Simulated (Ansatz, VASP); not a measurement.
One calculation of TiO2, two programs

File INCAR:

```
SYSTEM = TiO2
PREC = Accurate
ENCUT = 600
EDIFF = 1E-6
ISMEAR = 0
SIGMA = 0.02
LREAL = .False.
LASPH = .True.
NELM = 150
ALGO = Normal
ISIF = 3
LWAVE = .False.
LCHARG = .False.
LMAXMIX = 4
LDAU = .True.
LDAUTYPE = 2
LDAUL = 2 -1
LDAUU = 4 0
LDAUJ = 0 0
LDAUPRINT = 1
GGA = PE
IBRION = 2
NSW = 100
EDIFFG = -0.005
```

KPOINTS

```
Automatic mesh
0
Gamma
  8 8 8
  0 0 0
```

The input POSCAR:

```
TiO2
1.0
   -1.9089361238      1.9089361238      4.8889359681
    1.9089361238     -1.9089361238      4.8889359681
    1.9089361238      1.9089361238     -4.8889359681
Ti O
2 4
Direct
    0.0000000000      0.0000000000      0.0000000000
    0.7500000000      0.2500000000      0.5000000000
    0.2051729116      0.2051729116      0.0000000000
    0.9551729116      0.4551729116      0.5000000000
    0.5448270884      0.0448270884      0.5000000000
    0.7948270884      0.7948270884      0.0000000000
```

Input for Ansatz:

```yaml
crystal:
  lattice:
    - [-1.9089361238, 1.9089361238, 4.8889359681]
    - [1.9089361238, -1.9089361238, 4.8889359681]
    - [1.9089361238, 1.9089361238, -4.8889359681]
  atoms:
    - { symbol: Ti, position: [0.0, 0.0, 0.0] }
    - { symbol: Ti, position: [0.75, 0.25, 0.5] }
    - { symbol: O, position: [0.2051729116, 0.2051729116, 0.0] }
    - { symbol: O, position: [0.9551729116, 0.4551729116, 0.5] }
    - { symbol: O, position: [0.5448270884, 0.0448270884, 0.5] }
    - { symbol: O, position: [0.7948270884, 0.7948270884, 0.0] }
basis:
  ecutwfc: 420
kpoints:
  mp_grid: { grid: [8, 8, 8] }
hamiltonian:
  xc: pbe
  hubbard: { sites: [{ species: Ti, l: d, u_eff: 4.0 }] }
scf:
  occupations: { method: gaussian, width: 0.02 }
output:
  forces: true
  stress: true
  eigenvalues: true
relax:
  adjacent_minimum: "off"
  f_tol: 0.005
  max_steps: 80
  cell: { stress_tol: 0.05 }
```

Alike in both runs: task relaxation of cell and atoms; functional PBE; k mesh 8 × 8 × 8; occupations gaussian, width 0.02 eV; no spin polarisation; Hubbard terms Ti d U = 4.0 eV.

```csv
,VASP,Ansatz
version,VASP 6.6.1,Ansatz 0.2.0
potentials or method,"VASP PAW PBE potentials, release 64 (Ti_sv, O), cutoff 600 eV","scalar-relativistic, plane waves, PAW"
valence electrons in the cell,48,48
```

VASP gave:

* gap on the k mesh at the Fermi level, each at its own relaxed structure (eV): 2.58
* relaxed volume (Å³/atom): 12.07
* relaxed cell length with the largest relative difference (Å): 5.578

What did Ansatz give for the same quantities?

gap on the k mesh at the Fermi level, each at its own relaxed structure (eV): 2.65; relaxed volume (Å³/atom): 11.88; relaxed cell length with the largest relative difference (Å): 5.584.

The programs project onto different local orbitals, so the same U acts differently, and such runs can settle in different states.
